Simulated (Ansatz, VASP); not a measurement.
**One calculation of TiO2, two programs**

The input INCAR:

```
ALGO = Normal
EDIFF = 1E-6
ENCUT = 520
GGA = PE
ISIF = 2
ISMEAR = -1
LASPH = True
LCHARG = True
LELF = True
LREAL = False
LVHAR = True
LWAVE = False
NBANDS = 46
NELM = 100
PREC = Accurate
SIGMA = 0.05
```

Contents of KPOINTS:

```
k-points
0
Gamma
  2 2 2
```

File POSCAR:

```
TiO2
1.0
    5.5822227355      0.0000000000      0.0000000000
   -2.7911113678      4.8343466985      0.0000000000
    0.0000000000      0.0000000000      6.0824678800
Ti O
3 6
Direct
    0.4669367500      0.0000000000      0.3333333333
    0.0000000000      0.4669367500      0.6666666667
    0.5330632500      0.5330632500      0.0000000000
    0.5810657200      0.8514331800      0.1206639333
    0.7296325400      0.1485668200      0.5460027333
    0.2703674600      0.4189342800      0.7873306000
    0.8514331800      0.5810657200      0.8793360667
    0.1485668200      0.7296325400      0.4539972667
    0.4189342800      0.2703674600      0.2126694000
```

input.yaml

```yaml
crystal:
  lattice:
    - [5.5822227355, 0.0, 0.0]
    - [-2.7911113678, 4.8343466985, 0.0]
    - [0.0, 0.0, 6.08246788]
  atoms:
    - { symbol: Ti, position: [0.46693675, 0.0, 0.3333333333] }
    - { symbol: Ti, position: [0.0, 0.46693675, 0.6666666667] }
    - { symbol: Ti, position: [0.53306325, 0.53306325, 0.0] }
    - { symbol: O, position: [0.58106572, 0.85143318, 0.1206639333] }
    - { symbol: O, position: [0.72963254, 0.14856682, 0.5460027333] }
    - { symbol: O, position: [0.27036746, 0.41893428, 0.7873306] }
    - { symbol: O, position: [0.85143318, 0.58106572, 0.8793360667] }
    - { symbol: O, position: [0.14856682, 0.72963254, 0.4539972667] }
    - { symbol: O, position: [0.41893428, 0.27036746, 0.2126694] }
hamiltonian:
  xc: pbe
  pseudopotentials: { kind: paw }
kpoints:
  mp_grid: { grid: [2, 2, 2] }
scf:
  occupations: { method: fermi_dirac, width: 0.05 }
output:
  forces: true
  stress: true
  eigenvalues: true
```

Alike in both runs: task single point; functional PBE; k mesh 2 × 2 × 2; occupations fermi-dirac, width 0.05 eV; no spin polarisation.

|  | VASP | Ansatz |
| --- | --- | --- |
| version | VASP 6.6.1 | Ansatz 0.2.0 |
| potentials or method | VASP PAW PBE potentials, release 64 (Ti_sv, O) | Ansatz PAW |
| plane-wave cutoff (eV) | 520 | 420 |
| valence electrons in the cell | 72 | 72 |

```tsv
	VASP	Ansatz	Ansatz less VASP
gap on the k mesh at the Fermi level (eV)	3.53	3.56	+0.028
least direct gap on the mesh (eV)	3.53	3.56	+0.028
pressure (GPa)	2.0	1.5	-0.46
rms of the force components (eV/Å)	0.049	0.029	-0.0196
```

Atom by atom the forces differ by 0.020 eV/Å (rms over components).

The k mesh is coarse, so the values compare programs but aren't converged.
